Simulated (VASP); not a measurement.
Set up this calculation in VASP 6.6.1, as the native input.

```yaml
Task: single point
Functional: LDA
Potentials_or_basis: VASP PAW LDA potentials, release 64 (Ti_sv, H)
Cutoff: 520 eV
k_mesh: 18 × 18 × 18
Occupations: gaussian, width 0.15 eV
Spin: no spin polarisation
Dipole_correction: no
Further_INCAR_settings: ALGO = Normal; EDIFF = 1e-06; NBANDS = 14
```

The structure of TiH lies in POSCAR:

```
TiH
1.0
    0.0000000000      2.0516219871      2.0516219871
    1.9080084480      0.0000000000      2.0516219871
    1.9080084480      2.0516219871      0.0000000000
Ti H
1 1
Direct
   -0.0001909149      0.0001909149      0.0001909149
    0.5090659976      0.4909340024      0.4909340024
```

This cell differs from its parent crystal: atoms displaced along a vibrational mode, the cell strained.

The input as run:

INCAR

```
PREC = Accurate
ENCUT = 520
EDIFF = 1E-6
ISMEAR = 0
SIGMA = 0.15
LREAL = F
LASPH = T
NELM = 60
ALGO = Normal
ISIF = 2
LWAVE = F
LCHARG = F
NBANDS = 14
```

KPOINTS

```
Automatic mesh
0
Gamma
  18 18 18
```

Potentials or basis: VASP PAW LDA potentials, release 64 (Ti_sv, H).

The run is started by

```sh
$ cat potpaw_LDA.64/Ti_sv/POTCAR potpaw_LDA.64/H/POTCAR > POTCAR
$ mpirun -np 1 vasp_std > vasp.out
```

Results of the run:

```
Pressure               : 13.1 GPa
Largest force          : 0.294 eV/Å
Band gap on the k mesh : zero (an odd number of electrons rules out a gap without spin polarisation)
```

Caveat: the cell differs from its parent crystal (atoms displaced along a vibrational mode, the cell strained); the cell stands under pressure.

It took 33 s on 1 thread of Intel(R) Xeon(R) 6975P-C (Granite Rapids), with other jobs on the host, peak memory 0.22 GiB.
